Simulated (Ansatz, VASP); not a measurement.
Na: VASP beside Ansatz

```xyz
1
Lattice="-2.1125 2.1125 2.1125 2.1125 -2.1125 2.1125 2.1125 2.1125 -2.1125" Properties=species:S:1:pos:R:3 pbc="T T T"
Na    0.0000    0.0000    0.0000
```

Alike in both runs: task single point; functional r2SCAN; k mesh 4 × 4 × 4; occupations fermi-dirac, width 0.1 eV; no spin polarisation.

|  | VASP | Ansatz |
| --- | --- | --- |
| version | VASP 6.6.1 | Ansatz 0.2.0 |
| potentials or method | VASP PAW PBE potentials, release 64 (Na_pv), cutoff 520 eV | plane waves (500 eV) with PAW, scalar-relativistic |
| valence electrons in the cell | 7 | 9 |

Ansatz gave:

- pressure (GPa): 0.3

Estimate VASP's values.

pressure (GPa): 0.4.

VASP's potentials were made for PBE, not for r2SCAN. VASP's potentials hold 7 valence electrons a cell and Ansatz's 9, so a difference there can come from the potentials and not from the codes.

The k mesh is coarse, so the values compare programs but aren't converged.
